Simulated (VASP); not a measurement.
A run of VASP 6.6.1:

The input INCAR:

```
SYSTEM = WC
PREC = Accurate
ENCUT = 1300
EDIFF = 1E-6
ISMEAR = 1
SIGMA = 0.1
LREAL = .False.
LASPH = .True.
NELM = 120
ALGO = Normal
ISIF = 2
LWAVE = .False.
LCHARG = .False.
NBANDS = 16
GGA_COMPAT = .False.
```

Contents of KPOINTS:

```
Automatic mesh
0
Gamma
  4 4 4
  0 0 0
```

The input POSCAR:

```
WC
1.0
    0.0000000000      2.1926840000      2.1926840000
    2.1926840000      0.0000000000      2.1926840000
    2.1926840000      2.1926840000      0.0000000000
W C
1 1
Direct
    0.0000000000      0.0000000000      0.0000000000
    0.5000000000      0.5000000000      0.5000000000
```

Potentials or basis: VASP PAW LDA potentials, release 64 (W_sv, C_h).

Run with:

```bash
$ cat potpaw_LDA.64/W_sv/POTCAR potpaw_LDA.64/C_h/POTCAR > POTCAR
$ mpirun -np 1 vasp_std > vasp.out
```

Hardware: 1 thread of AMD EPYC 9R45 96-Core Processor (Zen 5) (shared host).

Question: How long does it take, and how much memory?

Answer: It took 6.6 s on 1 thread of AMD EPYC 9R45 96-Core Processor (Zen 5), with other jobs on the host, peak memory 0.16 GiB. Counts: scf iterations 12, k points 8.
